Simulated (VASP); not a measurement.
Here is a VASP 6.6.1 calculation.

The input INCAR:

```
ALGO = Normal
EDIFF = 1E-6
ENCUT = 520
ISIF = 2
ISMEAR = 0
LASPH = True
LCHARG = False
LREAL = False
LWAVE = False
NBANDS = 16
NELM = 80
PREC = Accurate
SIGMA = 0.05
```

KPOINTS

```
k-points
0
Gamma
  12 12 12
```

POSCAR

```
Be3N2
1.0
    1.3360877112      0.7713905997      5.4951411156
   -1.3360877112      0.7713905997      5.4951411156
    0.0000000000     -1.5427811995      5.4951411156
Be N
3 2
Direct
    0.8590010800      0.8590010800      0.8590010800
    0.3176945600      0.3176945600      0.3176945600
    0.0888067700      0.0888067700      0.0888067700
    0.2041626800      0.2041626800      0.2041626800
    0.7084349100      0.7084349100      0.7084349100
```

Potentials or basis: VASP PAW LDA potentials, release 64 (Be, N).

The run is started by

```console
$ cat potpaw_LDA.64/Be/POTCAR potpaw_LDA.64/N/POTCAR > POTCAR
$ mpirun -np 1 vasp_std > vasp.out
```

Task: Estimate the pressure.

Result: 3.5 GPa.

Task: Estimate the band gap on the k mesh.

Result: 1.66 eV, indirect (least direct gap 2.56 eV).

Task: Estimate the largest force.

Result: 1.213 eV/Å.

Forces on the atoms (eV/Å):
```
Be   0.000  0.000  1.213
Be   0.000  0.000  0.385
Be   0.000  0.000 -0.595
N    0.000  0.000 -0.390
N    0.000  0.000 -0.613
```

Caveat: forces of over 1 eV/Å act on the atoms, so gaps and moduli don't describe the material at rest. A k mesh can miss the band edges.
